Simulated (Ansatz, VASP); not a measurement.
One calculation of W, two programs

```xyz
1
Lattice="-1.6433 1.6433 1.6433 1.6433 -1.6433 1.6433 1.6433 1.6433 -1.6433" Properties=species:S:1:pos:R:3 pbc="T T T"
W     0.0000    0.0000    0.0000
```

Alike in both runs: task single point; functional PBE; k mesh 16 × 16 × 16; occupations gaussian, width 0.05 eV; no spin polarisation.

|  | VASP | Ansatz |
| --- | --- | --- |
| version | VASP 6.6.1 | Ansatz 0.2.0 |
| potentials or method | VASP PAW PBE potentials, release 64 (W_sv), cutoff 520 eV | scalar-relativistic, plane waves, PAW |
| valence electrons in the cell | 14 | 14 |

Ansatz gave:

```
gap on the k mesh at the Fermi level (eV) : none
pressure (GPa)                            : -23.5
```

Estimate VASP's values.

gap on the k mesh at the Fermi level (eV): none; pressure (GPa): -23.3.

A gap of «none» marks a metal or a gap that the smearing closes. With one functional, cell and mesh, what is left measures potentials, basis and numerics.

Neither program's run includes spin-orbit coupling.
